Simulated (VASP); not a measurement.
Set up this calculation in VASP 6.6.1, as the native input.

| Quantity | Value |
| --- | --- |
| Task | electric field gradients |
| Functional | PBEsol |
| Potentials or basis | VASP PAW PBE potentials, release 64 (Te, Mo_sv) |
| Cutoff | 520 eV |
| k mesh | 14 × 14 × 3 |
| Occupations | fermi-dirac, width 0.02 eV |
| Spin | no spin polarisation |
| Dipole correction | no |
| Further INCAR settings | ALGO = Normal; EDIFF = 1e-08; NBANDS = 35 |

The structure of Te2Mo lies in POSCAR:

```
Te2Mo
1.0
    3.5182000000      0.0000000000      0.0000000000
   -1.7591000000      3.0468505756      0.0000000000
    0.0000000000      0.0000000000     13.9736000000
Te Mo
4 2
Direct
    0.3333333333      0.6666666667      0.6200857675
    0.6666666667      0.3333333333      0.1200857675
    0.3333333333      0.6666666667      0.8799142325
    0.6666666667      0.3333333333      0.3799142325
    0.3333333333      0.6666666667      0.2500000000
    0.6666666667      0.3333333333      0.7500000000
```

The input as run:

INCAR

```
  ALGO = Normal
  EDIFF = 1E-8
  ENCUT = 520
  GGA = PS
  ISIF = 2
  ISMEAR = -1
  LASPH = T
  LCHARG = F
  LEFG = T
  LREAL = F
  LWAVE = F
  NBANDS = 35
  NELM = 60
  PREC = Accurate
  SIGMA = 0.02
```

KPOINTS

```
k-points
0
Gamma
  14 14 3
```

Potentials or basis: VASP PAW PBE potentials, release 64 (Te, Mo_sv).

Run with:

```bash
$ cat potpaw_PBE.64/Te/POTCAR potpaw_PBE.64/Mo_sv/POTCAR > POTCAR
$ mpirun -np 1 vasp_std > vasp.out
```

It gave:

```json
{"Pressure": "-1.7 GPa", "Largest force": "0.237 eV/Å", "Band gap on the k mesh": "0.71 eV (least direct gap 1.10 eV)", "Largest electric field gradient by atom": "Te -171.2; Mo -69.7 V/Å²"}
```

Caveat: semilocal functionals underestimate gaps, and a narrow one can read as zero; without QUAD_EFG the Cq values of the log hold for a quadrupole moment of 1 mb, not for the nuclei; the PAW data sets were made with another functional, which shifts forces and pressure a little; spin-orbit coupling is left out, which moves the levels of the heavy elements; this functional lacks dispersion, which binds layers or chains, so the pressure and a relaxed spacing across them are unreliable.

It took 4.8 min on 1 thread of Intel(R) Xeon(R) Platinum 8488C (Sapphire Rapids) (shared host), peak memory 0.41 GiB.
